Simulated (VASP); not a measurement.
Si, 4 atoms in the cell. It takes space group I4/mmm (No. 139, tetragonal). The conventional cell has a = 6.917 Å, b = 6.917 Å, c = 3.999 Å, α = 90.00°, β = 90.00°, γ = 90.00°. Within 3.2 Å of Si (site symmetry m2m) lie 4 Si at 2.44 to 2.47 Å.  This cell differs from its parent crystal: strain +0.040 along x and y, +0.040 along z.

- Program: VASP 6.6.1
- Task: single point
- Functional: r2SCAN
- Potentials or basis: VASP PAW PBE potentials, release 64 (Si)
- Cutoff: 520 eV
- k mesh: 10 × 10 × 10
- Occupations: gaussian, width 0.03 eV
- Spin: no spin polarisation
- Dipole correction: no
- Further INCAR settings: ALGO = Normal; EDIFF = 1e-07; NBANDS = 16

Potentials or basis: VASP PAW PBE potentials, release 64 (Si).

Run with:

```console
$ cat potpaw_PBE.64/Si/POTCAR > POTCAR
$ cp INCAR.step1 INCAR
$ mpirun -np 1 vasp_std > vasp.out
$ cp INCAR.step2 INCAR
$ mpirun -np 1 vasp_std > vasp.out
```

Hardware: 1 thread of Intel(R) Xeon(R) Platinum 8375C CPU @ 2.90GHz (Ice Lake), with other jobs on the host.

Problem. Estimate the wall time of this run.

Solution. Run time: 7.2 min on 1 thread of Intel(R) Xeon(R) Platinum 8375C CPU @ 2.90GHz (Ice Lake), on a shared host, peak memory 0.31 GiB. Counts: k points 102.
